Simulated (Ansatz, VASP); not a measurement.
Te2Mo: VASP beside Ansatz

```
Te Mo
1.0
     3.50388    0.00000    0.00000
    -1.75194    3.03445    0.00000
     0.00000    0.00000   24.76772
Te Mo
4 2
Direct
  0.33333 0.66667 0.18169
  0.33333 0.66667 0.32841
  0.33333 0.16667 0.46891
  0.33333 0.16667 0.61563
  0.66667 0.33333 0.25505
  0.00000 0.50000 0.54227
```

Alike in both runs: task single point; functional PBE; dispersion D3(BJ); k mesh 9 × 9 × 1; occupations gaussian, width 0.05 eV; no spin polarisation.

```csv
,VASP,Ansatz
version,VASP 6.6.1,Ansatz 0.2.0
potentials or method,"VASP PAW PBE potentials, release 64 (Te, Mo_sv), cutoff 520 eV","scalar-relativistic, plane waves, PAW"
valence electrons in the cell,52,92
```

|  | VASP | Ansatz | Ansatz less VASP |
| --- | --- | --- | --- |
| gap on the k mesh at the Fermi level (eV) | 1.08 | 1.08 | -0.004 |
| least direct gap on the mesh (eV) | 1.14 | 1.15 | +0.001 |
| rms of the force components (eV/Å) | 0.013 | 0.012 | -0.0007 |

VASP's potentials hold 52 valence electrons a cell and Ansatz's 92, so a difference there can come from the potentials and not from the codes.

Neither program's run includes spin-orbit coupling.
